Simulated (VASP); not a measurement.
Wanted: the native input for a VASP 6.6.1 run.

```
Task                   : single point
Functional             : r2SCAN
Potentials or basis    : VASP PAW PBE potentials, release 64 (Rh_pv)
Cutoff                 : 520 eV
k mesh                 : 18 × 18 × 10
Occupations            : gaussian, width 0.05 eV
Spin                   : no spin polarisation
Dipole correction      : no
Further INCAR settings : ALGO = Normal; EDIFF = 1e-06; NBANDS = 22
```

Crystal: Rh.

```xyz
2
Lattice="2.6879 0.0000 0.0000 -1.3439 2.3278 0.0000 0.0000 0.0000 4.3141" Properties=species:S:1:pos:R:3 pbc="T T T"
Rh    0.0000    1.5519    3.2356
Rh    1.3439    0.7759    1.0785
```

This isn't the form of Rh at room conditions, which is fcc.

One way to write it, as run:

POSCAR

```
Rh
1.0
    2.6878966025      0.0000000000      0.0000000000
   -1.3439483013      2.3277867405      0.0000000000
    0.0000000000      0.0000000000      4.3141229633
Rh
2
Direct
    0.3333333333      0.6666666667      0.7500000000
    0.6666666667      0.3333333333      0.2500000000
```

INCAR.step1

```
SYSTEM = Rh
PREC = Accurate
ENCUT = 520
ISMEAR = 0
SIGMA = 0.05
LREAL = .False.
LASPH = .True.
NELM = 100
NBANDS = 22
GGA = PE
ALGO = Normal
EDIFF = 1E-4
LWAVE = .True.
LCHARG = .False.
```

INCAR.step2

```
SYSTEM = Rh
PREC = Accurate
ENCUT = 520
EDIFF = 1E-6
ISMEAR = 0
SIGMA = 0.05
LREAL = .False.
LASPH = .True.
NELM = 100
ALGO = Normal
ISIF = 2
LWAVE = .False.
LCHARG = .True.
METAGGA = R2SCAN
LMIXTAU = .True.
LELF = .True.
LVHAR = .True.
NBANDS = 22
ISTART = 1
```

KPOINTS

```
Automatic mesh
0
Gamma
  18 18 10
  0 0 0
```

Potentials or basis: VASP PAW PBE potentials, release 64 (Rh_pv).

The run is started by

```sh
$ cat potpaw_PBE.64/Rh_pv/POTCAR > POTCAR
$ cp INCAR.step1 INCAR
$ mpirun -np 1 vasp_std > vasp.out
$ cp INCAR.step2 INCAR
$ mpirun -np 1 vasp_std > vasp.out
```

It gave:

```
Pressure               : 7.1 GPa
Band gap on the k mesh : zero (bands 15 and 16 overlap by 2.57 eV)
```

Caveat: the cell stands under pressure; the PAW data sets were made with another functional, which shifts forces and pressure a little.

Run time: 9.2 min on 1 thread of Intel Xeon 8259CL, with other jobs on the host, peak memory 0.22 GiB.
